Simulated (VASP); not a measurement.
Input of a VASP 6.6.1 run:

INCAR

```
SYSTEM = CO2
  ALGO = Normal
  EDIFF = 1E-8
  ENCUT = 520
  GGA = PS
  ISIF = 2
  ISMEAR = 0
  LASPH = .TRUE.
  LCHARG = .FALSE.
  LEPSILON = .TRUE.
  LREAL = .FALSE.
  LWAVE = .FALSE.
  NELM = 60
  PREC = Accurate
  SIGMA = 0.01
```

File KPOINTS:

```
k-points
0
G
  5 5 3
  0 0 0
```

POSCAR

```
CO2
1.0
    2.6359112300     -2.3873781200      0.0000000000
    2.6359112300      2.3873781200      0.0000000000
    0.0000000000      0.0000000000      6.5871749100
C O
2 4
Direct
    0.0000000000      0.0000000000      0.0000000000
    0.5000000000      0.5000000000      0.4999999992
    0.8065085706      0.1934914294      0.8918433897
    0.1934914294      0.8065085706      0.1081566103
    0.6934914294      0.3065085706      0.3918433904
    0.3065085706      0.6934914294      0.6081566096
```

Potentials or basis: VASP PAW PBE potentials, release 64 (C, O).

Run with:

```sh
$ cat potpaw_PBE.64/C/POTCAR potpaw_PBE.64/O/POTCAR > POTCAR
$ mpirun -np 1 vasp_std > vasp.out
```

Q: What does it give for the electronic dielectric tensor (diagonal)?

A: 1.78, 2.26, 2.08.

Q: Predict the Born charges (mean of the diagonal).

A: C +1.42; O -0.71 e.

Q: Predict the band gap on the k mesh.

A: 6.58 eV, indirect (least direct gap 7.09 eV).

Born effective charge tensors (e):
atom 1, C
```
 0.67  0.00  0.00
 0.00  2.04 -0.81
 0.00 -1.08  1.53
```
atom 2, C
```
0.67 0.00 0.00
0.00 2.04 0.81
0.00 1.08 1.53
```
atom 3, O
```
-0.34  0.00  0.00
 0.00 -1.02  0.47
 0.00  0.60 -0.77
```
atom 4, O
```
-0.34  0.00  0.00
 0.00 -1.02  0.47
 0.00  0.60 -0.77
```
atom 5, O
```
-0.34  0.00  0.00
 0.00 -1.02 -0.47
 0.00 -0.60 -0.77
```
atom 6, O
```
-0.34  0.00  0.00
 0.00 -1.02 -0.47
 0.00 -0.60 -0.77
```

 A k mesh can miss the band edges.
